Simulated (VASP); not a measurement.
# Cd (P6_3/mmc) in VASP: further runs

Aim: see how the results for Cd move with the level of theory and the settings. Levels: LDA, RPBE, revPBE. Tasks: density of states.

Everything below comes from runs of VASP 6.6.1. Logs are shortened: lines on timing, memory, paths and dates and some standing lists are left out, and cuts for length are marked.

**1. The cell of the first run**

The structure is hexagonal, space group P6_3/mmc (No. 194). The conventional cell has a = 2.979 Å, b = 2.979 Å, c = 5.618 Å, α = 90.00°, β = 90.00°, γ = 120.00°. Within 3.9 Å of Cd (site symmetry -6m2) lie 12 Cd at 2.98 to 3.29 Å.

**2. Density of states, LDA**

POSCAR reads:

```
Cd
1.0
    2.9788700000      0.0000000000      0.0000000000
   -1.4894350000      2.5797770946      0.0000000000
    0.0000000000      0.0000000000      5.6176500000
Cd
2
Direct
    0.6666666667      0.3333333333      0.7500000000
    0.3333333333      0.6666666667      0.2500000000
```

INCAR.step1 reads:

```
SYSTEM = Cd
ALGO = Normal ; EDIFF = 1E-6
ENCUT = 520 ; GGA = CA
ISIF = 2 ; ISMEAR = -1
LASPH = .TRUE. ; LCHARG = .TRUE.
LREAL = .FALSE. ; LWAVE = .FALSE.
NBANDS = 19 ; NELM = 100
PREC = Accurate ; SIGMA = 0.05
```

KPOINTS.step1 reads:

```
k-points
0
G
  6 6 3
  0 0 0
```

INCAR.step2 reads:

```
SYSTEM = Cd
ALGO = Normal ; EDIFF = 1E-6
ENCUT = 520 ; GGA = CA
ICHARG = 11 ; ISIF = 2
ISMEAR = -5 ; LASPH = .TRUE.
LCHARG = .FALSE. ; LORBIT = 11
LREAL = .FALSE. ; LWAVE = .FALSE.
NBANDS = 19 ; NEDOS = 1001
NELM = 100 ; PREC = Accurate
SIGMA = 0.05
```

KPOINTS.step2 reads:

```
k-points
0
G
  9 9 5
  0 0 0
```

Potentials or basis: VASP PAW LDA potentials, release 64 (Cd).

Run with:

```console
> cat potpaw_LDA.64/Cd/POTCAR > POTCAR
> cp INCAR.step1 INCAR
> cp KPOINTS.step1 KPOINTS
> mpirun -np 1 vasp_std > vasp.out
> cp INCAR.step2 INCAR
> cp KPOINTS.step2 KPOINTS
> mpirun -np 1 vasp_std > vasp.out
```

OUTCAR:

```text
SYSTEM = Cd
   EDIFF = 1E-6
   ENCUT = 520
   GGA = CA
   ICHARG = 11
   ISIF = 2
   ISMEAR = -5
   LASPH = .TRUE.
   LORBIT = 11
   LREAL = .FALSE.
   NELM = 100
   PREC = Accurate

 ion  position               nearest neighbor table
   1  0.667  0.333  0.750-   2 3.29   2 3.29   2 3.29   2 3.29   2 3.29   2 3.29
   2  0.333  0.667  0.250-   1 3.29   1 3.29   1 3.29   1 3.29   1 3.29   1 3.29

  LATTYP: Found a hexagonal cell.
 ALAT       =     2.9788700000
 C/A-ratio  =     1.8858325472

  Lattice vectors:

 A1 = (   2.9788700000,   0.0000000000,   0.0000000000)
 A2 = (  -1.4894350000,   2.5797770946,   0.0000000000)
 A3 = (   0.0000000000,   0.0000000000,   5.6176500000)

Analysis of symmetry for initial positions (statically):
=====================================================================
 Subroutine PRICEL returns:
 Original cell was already a primitive cell.

 Routine SETGRP: Setting up the symmetry group for a
 hexagonal supercell.

 Subroutine GETGRP returns: Found 24 space group operations
 (whereof 12 operations were pure point group operations)
 out of a pool of 24 trial point group operations.

The static configuration has the point symmetry D_3d.
 The point group associated with its full space group is D_6h.

Analysis of symmetry for dynamics (positions and initial velocities):
=====================================================================
 Subroutine PRICEL returns:
 Original cell was already a primitive cell.

 Routine SETGRP: Setting up the symmetry group for a
 hexagonal supercell.

 Subroutine GETGRP returns: Found 24 space group operations
 (whereof 12 operations were pure point group operations)
 out of a pool of 24 trial point group operations.

The dynamic configuration has the point symmetry D_3d.
 The point group associated with its full space group is D_6h.

 Subroutine INISYM returns: Found 24 space group operations
 (whereof 12 operations are pure point group operations),
 and found     1 'primitive' translations

----------------------------------------------------------------------------------------

                                     Primitive cell

  volume of cell :      43.1706

  direct lattice vectors                    reciprocal lattice vectors
     2.978870000  0.000000000  0.000000000     0.335697765  0.193815195  0.000000000
    -1.489435000  2.579777095  0.000000000     0.000000000  0.387630389  0.000000000
     0.000000000  0.000000000  5.617650000     0.000000000  0.000000000  0.178010378

  length of vectors
     2.978870000  2.978870000  5.617650000     0.387630390  0.387630389  0.178010378

  position of ions in fractional coordinates (direct lattice)
     0.666666667  0.333333333  0.750000000
     0.333333333  0.666666667  0.250000000

  ion indices of the primitive-cell ions
   primitive index   ion index
                 1           1
                 2           2

----------------------------------------------------------------------------------------

 KPOINTS: k-points

Automatic generation of k-mesh.
 Grid dimensions read from file:
 generate k-points for:    9    9    5

 Generating k-lattice:

  Cartesian coordinates                     Fractional coordinates (reciprocal lattice)
     0.037299752  0.021535022  0.000000000     0.111111111  0.000000000  0.000000000
     0.000000000  0.043070043  0.000000000     0.000000000  0.111111111  0.000000000
     0.000000000  0.000000000  0.035602076     0.000000000  0.000000000  0.200000000

  Length of vectors
     0.043070043  0.043070043  0.035602076

  Shift w.r.t. Gamma in fractional coordinates (k-lattice)
     0.000000000  0.000000000  0.000000000

 TETIRR: Found    371 inequivalent tetrahedra from     2430

 Subroutine IBZKPT returns following result:
 ===========================================

 Found     36 irreducible k-points:

 Following reciprocal coordinates:
            Coordinates               Weight
  0.000000  0.000000  0.000000      1.000000
  0.111111 -0.000000  0.000000      6.000000
  0.222222  0.000000  0.000000      6.000000
  0.333333  0.000000  0.000000      6.000000
  0.444444  0.000000  0.000000      6.000000
  0.111111  0.111111  0.000000      6.000000
[... 16 lines left out ...]
  0.333333  0.222222  0.200000     24.000000
  0.333333  0.333333  0.200000      4.000000
 [... further k-points ...]
   k-points           NKPTS =     36   k-points in BZ     NKDIM =     36   number of bands    NBANDS=     19
   number of dos      NEDOS =   1001   number of ions     NIONS =      2
   total plane-waves  NPLWV =  24192
   dimension x,y,z NGX =    24 NGY =   24 NGZ =   42
   dimension x,y,z NGXF=    48 NGYF=   48 NGZF=   84
   ions per type =               2
   NGX,Y,Z   is equivalent  to a cutoff of  13.39, 13.39, 12.43 a.u.
   NGXF,Y,Z  is equivalent  to a cutoff of  26.79, 26.79, 24.86 a.u.
 SYSTEM =  Cd
   PREC   = accura    normal or accurate (medium, high low for compatibility)
   ISTART =      0    job   : 0-new  1-cont  2-samecut
   ICHARG =     11    charge: 1-file 2-atom 10-const
   ISPIN  =      1    spin polarized calculation?
   LNONCOLLINEAR =      F non collinear calculations
   LSORBIT =      F    spin-orbit coupling
   LASPH  =      T    aspherical Exc in radial PAW
   ENCUT  =  520.0 eV  38.22 Ry    6.18 a.u.   5.54  5.54 10.45*2*pi/ulx,y,z
   NELM   =    100;   NELMIN=  2; NELMDL=  0     # of ELM steps
   EDIFF  = 0.1E-05   stopping-criterion for ELM
   LREAL  =      F    real-space projection
   EDIFFG = 0.1E-04   stopping-criterion for IOM
   NSW    =      0    number of steps for IOM
   IBRION =     -1    ionic relax: 0-MD 1-quasi-New 2-CG
   NFREE  =      0    steps in history (QN), initial steepest desc. (CG)
   ISIF   =      2    stress and relaxation
   ISYM   =      2    0-nonsym 1-usesym 2-fastsym
   POTIM  = 0.5000    time-step for ionic-motion
   TEBEG  =    0.0;   TEEND  =   0.0 temperature during run
   PSTRESS=    0.0 pullay stress
   NELECT =      24.0000    total number of electrons
   NUPDOWN=      -1.0000    fix difference up-down
   EMIN   =  10.00;   EMAX   =-10.00  energy-range for DOS
   EFERMI =   0.00;   METHOD = LEGACY
   ISMEAR =    -5;   SIGMA  =   0.05  broadening in eV -4-tet -1-fermi 0-gaus
   EFERMI_NEDOS =   21; number of points for ismear=-14 and -15
   IALGO  =     38    algorithm
   IMIX   =      4    mixing-type and parameters
     AMIX     =   0.40;   BMIX     =  1.00
     AMIX_MAG =   1.60;   BMIX_MAG =  1.00
  volume/ion in A,a.u.               =      21.59       145.66
  Fermi-wavevector in a.u.,A,eV,Ry     =   1.346116  2.543790 24.654136  1.812028
  Thomas-Fermi vector in A             =   2.473974
   LORBIT       =     11    0 simple, 1 ext, 2 COOP (PROOUT), +10 PAW based schemes
   GGA     = CA    functional components
   LHFCALC =     F    Hartree Fock is set to
   AEXX    =    0.0000 exact exchange contribution
   IVDW    =     0    specifies the selected vdW correction
   LEPSILON=     F    determine dielectric tensor
   LRPA    =     F    only Hartree local field effects (RPA)
 non-spin polarized calculation
 Fermi weights with tetrahedron method with Bloechl corrections
  energy-cutoff  :      520.00
  volume of cell :       43.17
 maximum number of plane-waves:      1185
 NGX is ok and might be reduce to    24

 number of electron      23.9999993 magnetization

 Free energy of the ion-electron system (eV)
  ---------------------------------------------------
  ext. energy  EPLUGINS =         0.00000000
  ---------------------------------------------------
  free energy    TOTEN  =        -2.99781193 eV

  energy without entropy =       -2.99781193  energy(sigma->0) =       -2.99781193

 E-fermi :   2.7298     XC(G=0): -11.3704

 val. band max:        3.4774474018   @ k =   0.3333   0.3333   0.4000
 cond. band min:       2.5506826677   @ k =   0.2222   0.1111   0.0000
 fundamental gap:     -0.9267647341
 Fermi energy:         2.7298485260

 k-point     1 :       0.0000    0.0000    0.0000
  band No.  band energies     occupation
      1      -7.1220      2.00000
      2      -6.8544      2.00000
      3      -6.4881      2.00000
      4      -6.4881      2.00000
      5      -6.4365      2.00000
      6      -6.4365      2.00000
[... 11 lines left out ...]
     18      17.6618      0.00000
     19      18.5100      0.00000

 k-point     2 :       0.1111   -0.0000    0.0000
  band No.  band energies     occupation
      1      -7.0022      2.00000
      2      -6.7459      2.00000
      3      -6.5322      2.00000
      4      -6.4681      2.00000
      5      -6.3742      2.00000
      6      -6.3267      2.00000
[... 11 lines left out ...]
     18      17.5021      0.00000
     19      18.6939      0.00000

 k-point     3 :       0.2222    0.0000    0.0000
  band No.  band energies     occupation
      1      -6.9506      2.00000
      2      -6.7258      2.00000
      3      -6.5171      2.00000
      4      -6.3376      2.00000
      5      -6.3055      2.00000
      6      -6.0747      2.00000
[... 11 lines left out ...]
     18      15.6282      0.00000
     19      16.1669      0.00000

 k-point     4 :       0.3333    0.0000    0.0000
  band No.  band energies     occupation
      1      -7.1235      2.00000
      2      -6.9240      2.00000
      3      -6.6707      2.00000
      4      -6.2722      2.00000
      5      -6.2691      2.00000
      6      -6.1540      2.00000
[... 407 lines left out ...]
     18      12.7886      0.00000
     19      14.2106      0.00000

 k-point    23 :       0.3333    0.2222    0.2000
  band No.  band energies     occupation
      1      -6.7985      2.00000
      2      -6.7668      2.00000
      3      -6.5859      2.00000
      4      -6.5139      2.00000
      5      -6.3888      2.00000
      6      -6.0945      2.00000
[... 11 lines left out ...]
     18      10.7523      0.00000
     19      13.3454      0.00000

 k-point    24 :       0.3333    0.3333    0.2000
  band No.  band energies     occupation
      1      -6.6967      2.00000
      2      -6.5427      2.00000
      3      -6.5427      2.00000
      4      -6.3667      2.00000
      5      -6.3218      2.00000
      6      -6.3218      2.00000
[... 11 lines left out ...]
     18       9.9829      0.00000
     19      11.5741      0.00000

 [... further k-points ...]
[... 5 lines left out ...]
  --------------------------------------------------------------------------------------
  -------------------------------------------------------------------------------------
  Total       -1.6553846     -1.6553846     -0.0712841      0.0000000      0.0000000      0.0000000
  in kB      -61.4357379    -61.4357379     -2.6455449      0.0000000      0.0000000      0.0000000
  external PRESSURE =     -41.8390069 kB  Pullay stress =       0.0000000 kB

 VOLUME and BASIS-vectors are now :
 -----------------------------------------------------------------------------
  energy-cutoff  :      520.00
  volume of cell :       43.17
      direct lattice vectors                 reciprocal lattice vectors
     2.978870000  0.000000000  0.000000000     0.335697765  0.193815195  0.000000000
    -1.489435000  2.579777095  0.000000000     0.000000000  0.387630389  0.000000000
     0.000000000  0.000000000  5.617650000     0.000000000  0.000000000  0.178010378

 POSITION                                       TOTAL-FORCE (eV/Angst)
 -----------------------------------------------------------------------------------
      1.48944      0.85993      4.21324        -0.000000      0.000000      0.000000
     -0.00000      1.71985      1.40441         0.000000     -0.000000     -0.000000
 -----------------------------------------------------------------------------------
    total drift:                               -0.000000      0.000000      0.000000

  FREE ENERGIE OF THE ION-ELECTRON SYSTEM (eV)
  ---------------------------------------------------
  free  energy   TOTEN  =        -2.9978119343 eV

  energy  without entropy=       -2.9978119343  energy(sigma->0) =       -2.99781193

 total charge

# of ion       s       p       d       tot
------------------------------------------
    1        0.539   0.309   9.475  10.323
    2        0.539   0.309   9.475  10.323
--------------------------------------------------
tot          1.078   0.618  18.949  20.646
```

Wall time 11 s (1 thread of Intel Xeon Platinum 8488C (Sapphire Rapids), shared host); peak memory 0.14 GiB.

What came out:

- Valence electrons inside the program's atomic spheres: Cd 10.32

Levels at points of the mesh, in eV from the Fermi level:
| k point | band 8 | band 9 | band 10 | band 11 | band 12 | band 13 | band 14 | band 15 | band 16 | band 17 |
| --- | --- | --- | --- | --- | --- | --- | --- | --- | --- | --- |
| (0.00, 0.00, 0.00) | -8.66 | -8.66 | -8.41 | -8.41 | -3.08 | -3.02 | 10.51 | 14.53 | 14.76 | 14.76 |

Caveat: the k points lie up to 0.41 Å⁻¹ apart; tetrahedron occupations give inexact forces and stress in metals.

**3. Density of states, RPBE**

POSCAR is that of step 2.

INCAR.step1 reads:

```
SYSTEM = Cd
PREC = Accurate
ENCUT = 520
EDIFF = 1E-6
ISMEAR = -1
SIGMA = 0.05
LREAL = .False.
LASPH = .True.
NELM = 60
ALGO = Fast
ISIF = 2
LWAVE = .False.
LCHARG = .True.
GGA = RP
NBANDS = 19
```

KPOINTS.step1 reads:

```
Automatic mesh
0
Gamma
  6 6 3
  0 0 0
```

INCAR.step2 reads:

```
SYSTEM = Cd
PREC = Accurate
ENCUT = 520
EDIFF = 1E-6
ISMEAR = -5
SIGMA = 0.05
LREAL = .False.
LASPH = .True.
NELM = 60
ALGO = Fast
ISIF = 2
LWAVE = .False.
LCHARG = .False.
GGA = RP
LORBIT = 11
NEDOS = 2001
ICHARG = 11
```

KPOINTS.step2 reads:

```
Automatic mesh
0
Gamma
  9 9 5
  0 0 0
```

Potentials or basis: VASP PAW PBE potentials, release 64 (Cd).

Run with:

```console
> cat potpaw_PBE.64/Cd/POTCAR > POTCAR
> cp INCAR.step1 INCAR
> cp KPOINTS.step1 KPOINTS
> mpirun -np 1 vasp_std > vasp.out
> cp INCAR.step2 INCAR
> cp KPOINTS.step2 KPOINTS
> mpirun -np 1 vasp_std > vasp.out
```

Run time: 12 s. Hardware: 1 thread of Intel Xeon Platinum 8488C (Sapphire Rapids), shared host; peak memory 0.15 GiB.

The run converged. Its results:

```
Valence electrons inside the program's atomic spheres : Cd 10.32
```

Levels at points of the mesh, in eV from the Fermi level:
```tsv
k point	band 10	band 11	band 12	band 13	band 14	band 15
(0.00, 0.00, 0.00)	-8.56	-8.56	-3.06	-3.04	10.56	14.37
```

Caveat: the k points lie up to 0.41 Å⁻¹ apart; the PAW data sets were made with another functional, which shifts forces and pressure a little; tetrahedron occupations give inexact forces and stress in metals.

**4. Density of states, revPBE**

POSCAR is that of step 3.

INCAR.step1 reads:

```
PREC = Accurate ; ENCUT = 520
EDIFF = 1E-6 ; ISMEAR = -1
SIGMA = 0.05 ; LREAL = False
LASPH = True ; NELM = 80
ALGO = Fast ; ISIF = 2
LWAVE = False ; LCHARG = True
GGA = RE ; NBANDS = 19
```

KPOINTS.step1 reads:

```
Automatic mesh
0
Gamma
  6 6 3
```

INCAR.step2 reads:

```
PREC = Accurate ; ENCUT = 520
EDIFF = 1E-6 ; ISMEAR = -5
SIGMA = 0.05 ; LREAL = False
LASPH = True ; NELM = 80
ALGO = Fast ; ISIF = 2
LWAVE = False ; LCHARG = False
GGA = RE ; LORBIT = 11
NEDOS = 1001 ; ICHARG = 11
```

KPOINTS.step2 reads:

```
Automatic mesh
0
Gamma
  9 9 5
```

Run with:

```console
> cat potpaw_PBE.64/Cd/POTCAR > POTCAR
> cp INCAR.step1 INCAR
> cp KPOINTS.step1 KPOINTS
> mpirun -np 1 vasp_std > vasp.out
> cp INCAR.step2 INCAR
> cp KPOINTS.step2 KPOINTS
> mpirun -np 1 vasp_std > vasp.out
```

Wall time 12 s (1 thread of Intel Xeon Platinum 8488C (Sapphire Rapids), shared host); peak memory 0.16 GiB.

It converged, with:

```
Valence electrons inside the program's atomic spheres : Cd 10.32
```

Levels at points of the mesh, in eV from the Fermi level:
```tsv
k point	band 8	band 9	band 10	band 11	band 12	band 13	band 14	band 15	band 16
(0.00, 0.00, 0.00)	-8.79	-8.79	-8.54	-8.54	-3.06	-3.04	10.56	14.39	14.85
```

Caveat: the k points lie up to 0.41 Å⁻¹ apart; the PAW data sets were made with another functional, which shifts forces and pressure a little; tetrahedron occupations give inexact forces and stress in metals.
